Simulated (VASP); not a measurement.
Write the native input for VASP 6.6.1 that does the following.

* Task: single point
* Functional: PBEsol
* Potentials or basis: VASP PAW PBE potentials, release 64 (Ru_pv)
* Cutoff: 500 eV
* k mesh: 24 × 24 × 12
* Occupations: gaussian, width 0.1 eV
* Spin: no spin polarisation
* Dipole correction: no
* Further INCAR settings: ALGO = Normal; EDIFF = 1e-06; NBANDS = 21

The structure of Ru lies in POSCAR:

```
Ru
1.0
    2.6894812021      0.0000000000      0.0000000000
   -1.3447406010      2.3291590440      0.0000000000
    0.2551165831      0.0000000000      4.2519430510
Ru
2
Direct
    0.3345559256      0.6691118514      0.2500000000
    0.6654440743      0.3308881486      0.7500000000
```

This cell differs from its parent crystal: shear of c along a, cell held: +6.0 %, then relaxed in part.

One way to write it, as run:

INCAR

```
PREC     = Accurate       # precision mode
ENCUT    = 500            # plane-wave cutoff, eV
EDIFF    = 1E-6           # SCF threshold, eV
ISMEAR   = 0              # smearing method
SIGMA    = 0.1            # smearing width, eV
LREAL    = F              # projectors in reciprocal space
LASPH    = T              # aspherical terms in the spheres
NELM     = 120            # most SCF steps
ALGO     = Normal         # electronic algorithm
ISIF     = 2              # what is computed and relaxed
LWAVE    = F              # write WAVECAR
LCHARG   = T              # write CHGCAR
GGA      = PS             # functional
LELF     = T              # ELF
LVHAR    = T            
NBANDS   = 21             # bands
GGA_COMPAT= F
```

KPOINTS

```
regular mesh
0
Gamma
  24 24 12
```

Potentials or basis: VASP PAW PBE potentials, release 64 (Ru_pv).

Command:

```sh
$ cat potpaw_PBE.64/Ru_pv/POTCAR > POTCAR
$ mpirun -np 1 vasp_std > vasp.out
```

It gave:

* Pressure: 0.9 GPa
* Band gap on the k mesh: zero (bands 14 and 15 overlap by 3.26 eV)

Caveat: the cell differs from its parent crystal (shear of c along a, cell held: +6.0 %, then relaxed in part); the PAW data sets were made with another functional, which shifts forces and pressure a little.

Wall time 4.5 min on 1 thread of Intel(R) Xeon(R) 6975P-C (Granite Rapids), with other jobs on the host, peak memory 0.77 GiB.
